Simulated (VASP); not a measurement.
Here is a VASP 6.6.1 calculation.

POSCAR

```
SiO2
1.0
   -2.3740500000      2.3740500000      3.7440000000
    2.3740500000     -2.3740500000      3.7440000000
    2.3740500000      2.3740500000     -3.7440000000
Si O
2 4
Direct
    0.0000000000      0.0000000000      0.0000000000
    0.7500000000      0.2500000000      0.5000000000
    0.9983800000      0.6250000000      0.8733800000
    0.3750000000      0.2483800000      0.3733800000
    0.7516200000      0.1250000000      0.1266200000
    0.8750000000      0.0016200000      0.6266200000
```

The input INCAR.step1:

```
  ALGO = Normal
  EDIFF = 1E-4
  ENCUT = 520
  GGA = PE
  ISMEAR = 0
  LASPH = True
  LCHARG = False
  LREAL = False
  LWAVE = True
  NBANDS = 25
  NELM = 100
  PREC = Accurate
  SIGMA = 0.02
```

Contents of INCAR.step2:

```
  ALGO = Normal
  EDIFF = 1E-6
  ENCUT = 520
  ISIF = 2
  ISMEAR = 0
  ISTART = 1
  LASPH = True
  LCHARG = True
  LELF = True
  LMIXTAU = True
  LREAL = False
  LVHAR = True
  LWAVE = False
  METAGGA = R2SCAN
  NBANDS = 25
  NELM = 100
  PREC = Accurate
  SIGMA = 0.02
```

KPOINTS

```
k-points
0
Gamma
  8 8 8
```

Potentials or basis: VASP PAW PBE potentials, release 64 (Si, O).

Command:

```sh
$ cat potpaw_PBE.64/Si/POTCAR potpaw_PBE.64/O/POTCAR > POTCAR
$ cp INCAR.step1 INCAR
$ mpirun -np 1 vasp_std > vasp.out
$ cp INCAR.step2 INCAR
$ mpirun -np 1 vasp_std > vasp.out
```

**Question.** Predict the band gap on the k mesh.

**Answer.** 6.69 eV.

**Question.** What does it give for the largest force?

**Answer.** 0.187 eV/Å.

**Question.** Predict the pressure.

**Answer.** -1.1 GPa.

Stress tensor (GPa, compression positive):
```
-0.43  0.00  0.00
 0.00 -0.43  0.00
 0.00  0.00 -2.39
```

Caveat: the PAW data sets were made with another functional, which shifts forces and pressure a little. A k mesh can miss the band edges.
